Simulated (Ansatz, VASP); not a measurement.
## LiCl in VASP and in Ansatz

File INCAR:

```
SYSTEM = LiCl
PREC = Accurate ; ENCUT = 520
EDIFF = 1E-6 ; ISMEAR = 0
SIGMA = 0.01 ; LREAL = .False.
LASPH = .True. ; NELM = 100
ALGO = Normal ; ISIF = 2
LWAVE = .False. ; LCHARG = .False.
GGA = PE ; NBANDS = 18
```

File KPOINTS:

```
Automatic mesh
0
Gamma
  6 6 4
  0 0 0
```

Contents of POSCAR:

```
LiCl
1.0
    3.5269985444      0.0000000000      0.0000000000
   -1.7634992722      3.0544703386      0.0000000000
    0.0000000000      0.0000000000      5.9467851469
Li Cl
2 2
Direct
    0.0000000000      0.0000000000      0.0000000000
    0.0000000000      0.0000000000      0.5000000000
    0.3333333333      0.6666666667      0.2500000000
    0.6666666667      0.3333333333      0.7500000000
```

Input for Ansatz:

```yaml
crystal:
  lattice:
    - [3.5269985444, 0.0, 0.0]
    - [-1.7634992722, 3.0544703386, 0.0]
    - [0.0, 0.0, 5.9467851469]
  atoms:
    - { symbol: Li, position: [0.0, 0.0, 0.0] }
    - { symbol: Li, position: [0.0, 0.0, 0.5] }
    - { symbol: Cl, position: [0.3333333333, 0.6666666667, 0.25] }
    - { symbol: Cl, position: [0.6666666667, 0.3333333333, 0.75] }
kpoints:
  mp_grid: { grid: [6, 6, 4] }
hamiltonian:
  xc: pbe
scf:
  occupations: { method: fixed }
  n_extra_bands: 5
output:
  forces: true
  stress: true
  eigenvalues: true
```

Alike in both runs: task single point; functional PBE; k mesh 6 × 6 × 4; no spin polarisation.

|  | VASP | Ansatz |
| --- | --- | --- |
| version | VASP 6.6.1 | Ansatz 0.2.0 |
| potentials or method | VASP PAW PBE potentials, release 64 (Li_sv, Cl) | plane waves, PAW |
| plane-wave cutoff (eV) | 520 | 420 |
| occupations | gaussian, width 0.01 eV | fixed |
| valence electrons in the cell | 20 | 20 |

```csv
,VASP,Ansatz,Ansatz less VASP
gap on the k mesh at the Fermi level (eV),6.60,6.59,-0.013
```

Noted on VASP's run: the cutoff is short for stress, so the pressure is rough.
